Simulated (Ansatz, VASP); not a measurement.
# Al in VASP and in Ansatz

```xyz
4
Lattice="2.8635 0.0000 0.0000 -1.4317 2.4798 0.0000 0.0000 0.0000 9.3521" Properties=species:S:1:pos:R:3 pbc="T T T"
Al    0.0000    0.0000    0.0000
Al    0.0000    0.0000    4.6761
Al    0.0000    1.6532    2.3380
Al    1.4317    0.8266    7.0141
```

Alike in both runs: task relaxation of cell and atoms; functional LDA; k mesh 13 × 13 × 4; occupations fermi-dirac, width 0.1 eV; no spin polarisation.

|  | VASP | Ansatz |
| --- | --- | --- |
| version | VASP 6.6.1 | Ansatz 0.2.0 |
| potentials or method | VASP PAW LDA potentials, release 64 (Al), cutoff 600 eV | plane waves (420 eV) with PAW, scalar-relativistic |
| valence electrons in the cell | 12 | 12 |

VASP gave:

- relaxed volume (Å³/atom): 15.88
- relaxed cell length with the largest relative difference (Å): 9.289

**Question.** What did Ansatz give for the same quantities?

**Answer.** Relaxed volume (Å³/atom): 15.87; relaxed cell length with the largest relative difference (Å): 9.305.

Ansatz warns that its potentials were made for another functional, while VASP's fit it. LDA's correlation is that of Perdew and Zunger in VASP and of Perdew and Wang (1992) in Ansatz.
